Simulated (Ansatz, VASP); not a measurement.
HfO2 in VASP and in Ansatz

File INCAR:

```
SYSTEM = HfO2
ALGO     = Normal         ! electronic algorithm
EDIFF    = 1E-6           ! SCF threshold, eV
ENCUT    = 520            ! plane-wave cutoff, eV
GGA      = PE             ! functional
ISIF     = 2              ! what is computed and relaxed
ISMEAR   = -1             ! smearing method
IVDW     = 12             ! dispersion correction
LASPH    = .True.         ! aspherical terms in the spheres
LCHARG   = .False.        ! write CHGCAR
LREAL    = .False.        ! projectors in reciprocal space
LWAVE    = .False.        ! write WAVECAR
NBANDS   = 56             ! bands
NELM     = 80             ! most SCF steps
PREC     = Accurate       ! precision mode
SIGMA    = 0.05           ! smearing width, eV
```

The input KPOINTS:

```
k-points
0
Gamma
  5 6 5
  0 0 0
```

File POSCAR:

```
HfO2
1.0
    5.1489214240      0.0000000000      0.0000000000
    0.0000000000      4.9371234566      0.0000000000
    0.0000000000      0.0000000000      4.9646674546
Hf O
4 8
Direct
    0.9669940000      0.7325208200      0.7414403500
    0.5330060000      0.7325208200      0.2414403500
    0.4669940000      0.2674791800      0.7414403500
    0.0330060000      0.2674791800      0.2414403500
    0.6321274500      0.9286454000      0.8792672600
    0.8678725500      0.9286454000      0.3792672600
    0.2339485200      0.5398830500      0.4922923900
    0.2660514800      0.5398830500      0.9922923900
    0.7660514800      0.4601169500      0.9922923900
    0.7339485200      0.4601169500      0.4922923900
    0.1321274500      0.0713546000      0.8792672600
    0.3678725500      0.0713546000      0.3792672600
```

File input.yaml:

```yaml
crystal:
  lattice:
    - [5.148921424, 0.0, 0.0]
    - [0.0, 4.9371234566, 0.0]
    - [0.0, 0.0, 4.9646674546]
  atoms:
    - { symbol: Hf, position: [0.966994, 0.73252082, 0.74144035] }
    - { symbol: Hf, position: [0.533006, 0.73252082, 0.24144035] }
    - { symbol: Hf, position: [0.466994, 0.26747918, 0.74144035] }
    - { symbol: Hf, position: [0.033006, 0.26747918, 0.24144035] }
    - { symbol: O, position: [0.63212745, 0.9286454, 0.87926726] }
    - { symbol: O, position: [0.86787255, 0.9286454, 0.37926726] }
    - { symbol: O, position: [0.23394852, 0.53988305, 0.49229239] }
    - { symbol: O, position: [0.26605148, 0.53988305, 0.99229239] }
    - { symbol: O, position: [0.76605148, 0.46011695, 0.99229239] }
    - { symbol: O, position: [0.73394852, 0.46011695, 0.49229239] }
    - { symbol: O, position: [0.13212745, 0.0713546, 0.87926726] }
    - { symbol: O, position: [0.36787255, 0.0713546, 0.37926726] }
hamiltonian:
  xc: pbe
  pseudopotentials: { kind: paw }
  dispersion: d3bj
kpoints:
  mp_grid: { grid: [5, 6, 5] }
scf:
  occupations: { method: fermi_dirac, width: 0.05 }
output:
  forces: true
  stress: true
  eigenvalues: true
```

Alike in both runs: task single point; functional PBE; dispersion D3(BJ); k mesh 5 × 6 × 5; occupations fermi-dirac, width 0.05 eV; no spin polarisation.

|  | VASP | Ansatz |
| --- | --- | --- |
| version | VASP 6.6.1 | Ansatz 0.2.0 |
| potentials or method | VASP PAW PBE potentials, release 64 (Hf_pv, O) | Ansatz PAW |
| plane-wave cutoff (eV) | 520 | 420 |
| valence electrons in the cell | 88 | 152 |

VASP gave:

- gap on the k mesh at the Fermi level (eV): 4.58
- least direct gap on the mesh (eV): 4.78
- pressure (GPa): 14.6
- traceless stress, the component that is largest in VASP (GPa): 0.72
- rms of the force components (eV/Å): 0.112

Task: What did Ansatz give for the same quantities?

Result: gap on the k mesh at the Fermi level (eV): 4.62; least direct gap on the mesh (eV): 4.82; pressure (GPa): 18.3; traceless stress, the component that is largest in VASP (GPa): 0.68; rms of the force components (eV/Å): 0.136.

Atom by atom the forces differ by 0.032 eV/Å (rms over components). VASP's potentials hold 88 valence electrons a cell and Ansatz's 152, so a difference there can come from the potentials and not from the codes.

Neither program's run includes spin-orbit coupling. Noted on Ansatz's run: odd divisions of the mesh miss points on the zone boundary, where band edges often lie, so the gap on the mesh can be too wide.
